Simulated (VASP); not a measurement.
# Pt in VASP: notebook, part 2 of 2

VASP 6.6.1. Earlier steps stand in the parts before.

**4. Single point, PBEsol**

The input, INCAR:

```
SYSTEM = Pt
PREC = Accurate ; ENCUT = 520
EDIFF = 1E-6 ; ISMEAR = 0
SIGMA = 0.1 ; LREAL = .False.
LASPH = .True. ; NELM = 60
ALGO = Normal ; ISIF = 2
LWAVE = .False. ; LCHARG = .False.
LDIPOL = .True. ; IDIPOL = 3
DIPOL = 0.5 0.5 0.500 ; GGA = PS
NBANDS = 33
```

The input, KPOINTS:

```
Automatic mesh
0
Gamma
  12 12 1
  0 0 0
```

The input, POSCAR:

```
Pt
1.0
    2.8072933478      0.0000000000      0.0000000000
   -1.4036466739      2.4311873550      0.0000000000
    0.0000000000      0.0000000000     24.1685816804
Pt
5
Direct
    0.6666666667      0.3333333333      0.3103202372
    0.3333333333      0.6666666667      0.4051601186
    0.0000000000      0.0000000000      0.5000000000
    0.6666666667      0.3333333333      0.5948398814
    0.3333333333      0.6666666667      0.6896797628
```

Potentials or basis: VASP PAW PBE potentials, release 64 (Pt).

On the command line:

```sh
cat potpaw_PBE.64/Pt/POTCAR > POTCAR
mpirun -np 1 vasp_std > vasp.out
```

OUTCAR:

```text
SYSTEM = Pt
   PREC = Accurate
   ENCUT = 520
   EDIFF = 1E-6
   ISMEAR = 0
   LREAL = .False.
   LASPH = .True.
   NELM = 60
   ISIF = 2
   GGA = PS

 ion  position               nearest neighbor table
   1  0.667  0.333  0.310-   2 2.81   2 2.81   2 2.81
   2  0.333  0.667  0.405-   1 2.81   3 2.81   1 2.81   3 2.81   3 2.81   1 2.81
   3  0.000  0.000  0.500-   2 2.81   4 2.81   2 2.81   4 2.81   4 2.81   2 2.81
   4  0.667  0.333  0.595-   5 2.81   3 2.81   5 2.81   3 2.81   3 2.81   5 2.81
   5  0.333  0.667  0.690-   4 2.81   4 2.81   4 2.81

  LATTYP: Found a hexagonal cell.
 ALAT       =     2.8072933478
 C/A-ratio  =     8.6092113243

  Lattice vectors:

 A1 = (   2.8072933478,   0.0000000000,   0.0000000000)
 A2 = (  -1.4036466739,   2.4311873550,   0.0000000000)
 A3 = (   0.0000000000,   0.0000000000,  24.1685816804)

Analysis of symmetry for initial positions (statically):
=====================================================================
 Subroutine PRICEL returns:
 Original cell was already a primitive cell.

 Routine SETGRP: Setting up the symmetry group for a
 hexagonal supercell.

 Subroutine GETGRP returns: Found 12 space group operations
 (whereof 12 operations were pure point group operations)
 out of a pool of 24 trial point group operations.

The static configuration has the point symmetry D_3d.

Analysis of symmetry for dynamics (positions and initial velocities):
=====================================================================
 Subroutine PRICEL returns:
 Original cell was already a primitive cell.

 Routine SETGRP: Setting up the symmetry group for a
 hexagonal supercell.

 Subroutine GETGRP returns: Found 12 space group operations
 (whereof 12 operations were pure point group operations)
 out of a pool of 24 trial point group operations.

The dynamic configuration has the point symmetry D_3d.

 Subroutine INISYM returns: Found 12 space group operations
 (whereof 12 operations are pure point group operations),
 and found     1 'primitive' translations

----------------------------------------------------------------------------------------

                                     Primitive cell

  volume of cell :     164.9519

  direct lattice vectors                    reciprocal lattice vectors
     2.807293348  0.000000000  0.000000000     0.356215000  0.205660826  0.000000000
    -1.403646674  2.431187355  0.000000000     0.000000000  0.411321652  0.000000000
     0.000000000  0.000000000 24.168581680     0.000000000  0.000000000  0.041376032

  length of vectors
     2.807293348  2.807293348 24.168581680     0.411321652  0.411321652  0.041376032

  position of ions in fractional coordinates (direct lattice)
     0.666666667  0.333333333  0.310320237
     0.333333333  0.666666667  0.405160119
     0.000000000  0.000000000  0.500000000
     0.666666667  0.333333333  0.594839881
     0.333333333  0.666666667  0.689679763

  ion indices of the primitive-cell ions
   primitive index   ion index
                 1           1
                 2           2
                 3           3
                 4           4
[... 33 lines left out ...]
  0.250000  0.000000  0.000000      6.000000
  0.333333  0.000000  0.000000      6.000000
  0.416667  0.000000  0.000000      6.000000
[... 11 lines left out ...]
  0.333333  0.250000  0.000000     12.000000
  0.333333  0.333333  0.000000      2.000000
   k-points           NKPTS =     19   k-points in BZ     NKDIM =     19   number of bands    NBANDS=     33
   number of dos      NEDOS =    301   number of ions     NIONS =      5
   total plane-waves  NPLWV = 103680
   dimension x,y,z NGX =    24 NGY =   24 NGZ =  180
   dimension x,y,z NGXF=    48 NGYF=   48 NGZF=  360
   ions per type =               5
   NGX,Y,Z   is equivalent  to a cutoff of  14.21, 14.21, 12.38 a.u.
   NGXF,Y,Z  is equivalent  to a cutoff of  28.43, 28.43, 24.76 a.u.
 SYSTEM =  Pt
   PREC   = accura    normal or accurate (medium, high low for compatibility)
   ISTART =      0    job   : 0-new  1-cont  2-samecut
   ICHARG =      2    charge: 1-file 2-atom 10-const
   ISPIN  =      1    spin polarized calculation?
   LNONCOLLINEAR =      F non collinear calculations
   LSORBIT =      F    spin-orbit coupling
   LASPH  =      T    aspherical Exc in radial PAW
   ENCUT  =  520.0 eV  38.22 Ry    6.18 a.u.   5.22  5.22 44.94*2*pi/ulx,y,z
   NELM   =     60;   NELMIN=  2; NELMDL= -5     # of ELM steps
   EDIFF  = 0.1E-05   stopping-criterion for ELM
   LREAL  =      F    real-space projection
   EDIFFG = 0.1E-04   stopping-criterion for IOM
   NSW    =      0    number of steps for IOM
   IBRION =     -1    ionic relax: 0-MD 1-quasi-New 2-CG
   NFREE  =      0    steps in history (QN), initial steepest desc. (CG)
   ISIF   =      2    stress and relaxation
   ISYM   =      2    0-nonsym 1-usesym 2-fastsym
   POTIM  = 0.5000    time-step for ionic-motion
   TEBEG  =    0.0;   TEEND  =   0.0 temperature during run
   PSTRESS=    0.0 pullay stress
   NELECT =      50.0000    total number of electrons
   NUPDOWN=      -1.0000    fix difference up-down
   EMIN   =  10.00;   EMAX   =-10.00  energy-range for DOS
   EFERMI =   0.00;   METHOD = LEGACY
   ISMEAR =     0;   SIGMA  =   0.10  broadening in eV -4-tet -1-fermi 0-gaus
   EFERMI_NEDOS =   21; number of points for ismear=-14 and -15
   IALGO  =     38    algorithm
   IMIX   =      4    mixing-type and parameters
     AMIX     =   0.40;   BMIX     =  1.00
     AMIX_MAG =   1.60;   BMIX_MAG =  1.00
  volume/ion in A,a.u.               =      32.99       222.63
  Fermi-wavevector in a.u.,A,eV,Ry     =   1.099712  2.078155 16.454435  1.209367
  Thomas-Fermi vector in A             =   2.236111
   LORBIT       =      0    0 simple, 1 ext, 2 COOP (PROOUT), +10 PAW based schemes
   GGA     = PS    functional components
   LHFCALC =     F    Hartree Fock is set to
   AEXX    =    0.0000 exact exchange contribution
   IVDW    =     0    specifies the selected vdW correction
   LEPSILON=     F    determine dielectric tensor
   LRPA    =     F    only Hartree local field effects (RPA)
 non-spin polarized calculation
 Gauss-broadening in eV      SIGMA  =   0.10
  energy-cutoff  :      520.00
  volume of cell :      164.95
 maximum number of plane-waves:      4479
 NGX is ok and might be reduce to    24

 dipolmoment           0.000000      0.000000     -0.000000 electrons x Angstroem

 number of electron      49.9999995 magnetization

 dipolmoment           0.000000      0.000000      0.000000 electrons x Angstroem

 Free energy of the ion-electron system (eV)
  ---------------------------------------------------
  ext. energy  EPLUGINS =         0.00000000
  ---------------------------------------------------
  free energy    TOTEN  =       -33.10419347 eV

  energy without entropy =      -33.04731195  energy(sigma->0) =      -33.07575271

 E-fermi :   1.8321     XC(G=0):  -7.0804

 val. band max:        1.8281369206   @ k =   0.2500   0.2500   0.0000
 cond. band min:       1.8330696104   @ k =   0.0000   0.0000   0.0000
 fundamental gap:      0.0049326898
 Fermi energy:         1.8320620316

 k-point     1 :       0.0000    0.0000    0.0000
  band No.  band energies     occupation
      1      -7.6935      2.00000
      2      -6.7249      2.00000
      3      -5.6577      2.00000
      4      -4.9882      2.00000
      5      -4.9638      2.00000
      6      -1.9253      2.00000
[... 673 lines left out ...]
     32       8.6622      0.00000
     33       8.6622      0.00000

------------------------ aborting loop because EDIFF is reached ----------------------------------------

 vacuum level on the upper side and lower side of the slab       (xc-potential included)        -0.167        -0.167

  FORCE on cell =-STRESS in cart. coord.  units (eV):
  Direction    XX          YY          ZZ          XY          YZ          ZX
  --------------------------------------------------------------------------------------
  -------------------------------------------------------------------------------------
  Total       -9.2609971     -9.2609971     -4.3528950      0.0000000      0.0000000      0.0000000
  in kB      -89.9520247    -89.9520247    -42.2796502      0.0000000      0.0000000      0.0000000
  external PRESSURE =     -74.0612332 kB  Pullay stress =       0.0000000 kB

 VOLUME and BASIS-vectors are now :
 -----------------------------------------------------------------------------
  energy-cutoff  :      520.00
  volume of cell :      164.95
      direct lattice vectors                 reciprocal lattice vectors
     2.807293348  0.000000000  0.000000000     0.356215000  0.205660826  0.000000000
    -1.403646674  2.431187355  0.000000000     0.000000000  0.411321652  0.000000000
     0.000000000  0.000000000 24.168581680     0.000000000  0.000000000  0.041376032

 POSITION                                       TOTAL-FORCE (eV/Angst)
 -----------------------------------------------------------------------------------
      1.40365      0.81040      7.50000        -0.000000     -0.000000      0.339906
     -0.00000      1.62079      9.79215        -0.000000      0.000000      0.257069
      0.00000      0.00000     12.08429         0.000000      0.000000      0.000000
      1.40365      0.81040     14.37644         0.000000     -0.000000     -0.257069
     -0.00000      1.62079     16.66858         0.000000      0.000000     -0.339906
 -----------------------------------------------------------------------------------
    total drift:                               -0.000000     -0.000000     -0.000000

  FREE ENERGIE OF THE ION-ELECTRON SYSTEM (eV)
  ---------------------------------------------------
  free  energy   TOTEN  =       -33.1041934721 eV

  energy  without entropy=      -33.0473119533  energy(sigma->0) =      -33.07575271

 vacuum level on the upper side and lower side of the slab         7.517         7.517
```

Run time: 2.1 min. Hardware: 1 thread of Intel Xeon 6975P-C (Granite Rapids), shared host; peak memory 0.33 GiB.

What came out:

```yaml
Free_energy: -33.1042 eV
Largest_force: 0.340 eV/Å
Band_gap_on_the_k_mesh: zero (band 25 reaches 2.39 eV, above the bottom of band 26 at 0.96 eV)
```

Forces on the atoms (eV/Å):
```
Pt   0.000  0.000  0.340
Pt   0.000  0.000  0.257
Pt   0.000  0.000  0.000
Pt   0.000  0.000 -0.257
Pt   0.000  0.000 -0.340
```

Caveat: the PAW data sets were made with another functional, which shifts forces and pressure a little; spin-orbit coupling is left out, which moves the levels of the heavy elements.

**5. Single point, PBE, non-collinear spin, zero start, spin-orbit coupling**

The input, INCAR:

```
SYSTEM = Pt
PREC = Accurate ; ENCUT = 520
EDIFF = 1E-6 ; ISMEAR = 0
SIGMA = 0.1 ; LREAL = .False.
LASPH = .True. ; NELM = 150
ALGO = Normal ; ISIF = 2
LWAVE = .False. ; LCHARG = .False.
LNONCOLLINEAR = .True. ; MAGMOM = 0 0 0 0 0 0 0 0 0 0 0 0 0 0 0
LORBIT = 11 ; LSORBIT = .True.
GGA_COMPAT = .False. ; LORBMOM = .True.
LMAXMIX = 4 ; LDIPOL = .True.
IDIPOL = 3 ; DIPOL = 0.5 0.5 0.500
GGA = PE ; NBANDS = 65
```

The input, KPOINTS:

```
regular mesh
0
Gamma
  12 12 1
  0 0 0
```

The input, POSCAR:

```
Pt
1.0
    2.8072933478      0.0000000000      0.0000000000
   -1.4036466739      2.4311873550      0.0000000000
    0.0000000000      0.0000000000     24.1685816804
Pt
5
Direct
    0.6666666667      0.3333333333      0.3106183202
    0.3333333333      0.6666666667      0.4062400470
    0.0000000000      0.0000000000      0.4999999973
    0.6666666667      0.3333333333      0.5937599470
    0.3333333333      0.6666666667      0.6893816885
```

On the command line:

```sh
cat potpaw_PBE.64/Pt/POTCAR > POTCAR
mpirun -np 1 vasp_ncl > vasp.out
```

Run time: 9.6 min. Hardware: 1 thread of Intel Xeon 6975P-C (Granite Rapids), shared host; peak memory 0.86 GiB.

Results (log left out):

| Item | Value |
| --- | --- |
| Free energy | -31.2628 eV |
| Largest force | 0.113 eV/Å |
| Net moment | 0.00 μB per cell |
| Valence electrons inside the program's atomic spheres | Pt 9.04, 9.19, 9.23 |

Forces on the atoms (eV/Å):
```
Pt   0.000  0.000  0.025
Pt   0.000  0.000 -0.113
Pt   0.000  0.000  0.000
Pt   0.000  0.000  0.113
Pt   0.000  0.000 -0.025
```

Moments on the atoms (μB; x, y, z):
```
Pt  0.00 0.00 0.00
Pt  0.00 0.00 0.00
Pt  0.00 0.00 0.00
Pt  0.00 0.00 0.00
Pt  0.00 0.00 0.00
```

**6. Overview**

| level | potentials or basis | spin | smearing | gap on the mesh (eV) | largest force (eV/Å) |
| --- | --- | --- | --- | --- | --- |
| PBE | VASP PAW PBE potentials, release 64 (Pt) | off | fermi-dirac 0.025 eV | none | 0.26 |
| LDA | VASP PAW LDA potentials, release 64 (Pt) | off | gaussian 0.1 eV | none | 0.53 |
| PBEsol | VASP PAW PBE potentials, release 64 (Pt) | off | gaussian 0.1 eV | none | 0.34 |
| PBE | VASP PAW PBE potentials, release 64 (Pt) | non-collinear, zero start, SOC | gaussian 0.1 eV | - | 0.11 |

Some of these runs hold the atoms at other places in the same cell, which the table doesn't show; runs alike in all that it shows share one row.

Alike in all rows: task single point; cell as given; k mesh 12 × 12 × 1; cutoff (eV) 520.

Caveats: spin-orbit coupling is left out, which moves the levels of the heavy elements (some runs); the PAW data sets were made with another functional, which shifts forces and pressure a little (some runs).

Total energies depend on the potentials used, so only differences within one code and one set of settings carry meaning.
